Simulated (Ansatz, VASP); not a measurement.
**Fe2Ru in VASP and in Ansatz**

```
Fe Ru
1.0
     0.00000    3.27237    3.27237
     3.27237    0.00000    3.27237
     3.27237    3.27237    0.00000
Fe Ru
4 2
Direct
  0.62500 0.62500 0.62500
  0.12500 0.62500 0.62500
  0.62500 0.62500 0.12500
  0.62500 0.12500 0.62500
  0.00000 0.00000 0.00000
  0.25000 0.25000 0.25000
```

Alike in both runs: task single point; functional PBE; k mesh 6 × 6 × 6; occupations gaussian, width 0.1 eV; collinear spin.

```csv
,VASP,Ansatz
version,VASP 6.6.1,Ansatz 0.2.0
potentials or method,"VASP PAW PBE potentials, release 64 (Fe, Ru_pv), cutoff 520 eV","scalar-relativistic, plane waves, PAW"
valence electrons in the cell,60,96
```

Ansatz gave:

- gap on the k mesh at the Fermi level (eV): none
- pressure (GPa): 5.0
- net moment per atom (μB): 1.00
- size of the moment on the site where the two differ most (μB): 0.25

Problem. Estimate VASP's values.

Solution. gap on the k mesh at the Fermi level (eV): none; pressure (GPa): 4.5; net moment per atom (μB): 1.00; size of the moment on the site where the two differ most (μB): 0.28.

Site moments also hang on the region over which each program counts them. A gap of «none» marks a metal or a gap that the smearing closes. VASP's potentials hold 60 valence electrons a cell and Ansatz's 96, so a difference there can come from the potentials and not from the codes.
